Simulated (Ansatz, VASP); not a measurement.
## Two plane-wave programs on KZnF3

File INCAR:

```
ALGO     = Normal         # electronic algorithm
EDIFF    = 1E-6           # SCF threshold, eV
ENCUT    = 520            # plane-wave cutoff, eV
GGA      = PS             # functional
ISIF     = 2              # what is computed and relaxed
ISMEAR   = 0              # smearing method
LASPH    = True           # aspherical terms in the spheres
LCHARG   = False          # write CHGCAR
LREAL    = False          # projectors in reciprocal space
LWAVE    = False          # write WAVECAR
NBANDS   = 29             # bands
NELM     = 60             # most SCF steps
PREC     = Accurate       # precision mode
SIGMA    = 0.02           # smearing width, eV
```

File KPOINTS:

```
k-points
0
Gamma
  6 6 6
```

The input POSCAR:

```
KZnF3
1.0
    4.0519406020      0.0000000000      0.0000000000
    0.0000000000      4.0519406020      0.0000000000
    0.0000000000      0.0000000000      4.0519406020
K Zn F
1 1 3
Direct
    0.0000000000      0.0000000000      0.0000000000
    0.5000000000      0.5000000000      0.5000000000
    0.0000000000      0.5000000000      0.5000000000
    0.5000000000      0.0000000000      0.5000000000
    0.5000000000      0.5000000000      0.0000000000
```

Input for Ansatz:

```yaml
crystal:
  lattice:
    - [4.051940602, 0.0, 0.0]
    - [0.0, 4.051940602, 0.0]
    - [0.0, 0.0, 4.051940602]
  atoms:
    - { symbol: K, position: [0.0, 0.0, 0.0] }
    - { symbol: Zn, position: [0.5, 0.5, 0.5] }
    - { symbol: F, position: [0.0, 0.5, 0.5] }
    - { symbol: F, position: [0.5, 0.0, 0.5] }
    - { symbol: F, position: [0.5, 0.5, 0.0] }
basis:
  ecutwfc: 420
kpoints:
  mp_grid: { grid: [6, 6, 6] }
  band_path: { path: [VBM, CBM], npoints: 2 }
hamiltonian:
  xc: pbesol
scf:
  occupations: { method: gaussian, width: 0.02 }
output:
  forces: true
  stress: true
  eigenvalues: true
checkpoint:
  read: start.run
  write: ck
  compress: false
  write_wavefunctions: false
  write_every: 100000
```

Alike in both runs: task single point; functional PBEsol; k mesh 6 × 6 × 6; occupations gaussian, width 0.02 eV; no spin polarisation.

```csv
,VASP,Ansatz
version,VASP 6.6.1,Ansatz 0.2.0
potentials or method,"VASP PAW PBE potentials, release 64 (K_sv, Zn, F), cutoff 520 eV","scalar-relativistic, plane waves, PAW"
valence electrons in the cell,42,42
```

|  | VASP | Ansatz | Ansatz less VASP |
| --- | --- | --- | --- |
| gap on the k mesh at the Fermi level (eV) | 3.63 | 3.71 | +0.074 |
| least direct gap on the mesh (eV) | 5.48 | 5.53 | +0.041 |
| pressure (GPa) | 0.5 | 0.0 | -0.43 |

VASP's potentials were made for PBE, not for PBEsol. The functional is the same, so the differences come from potentials, cutoffs and numerics.
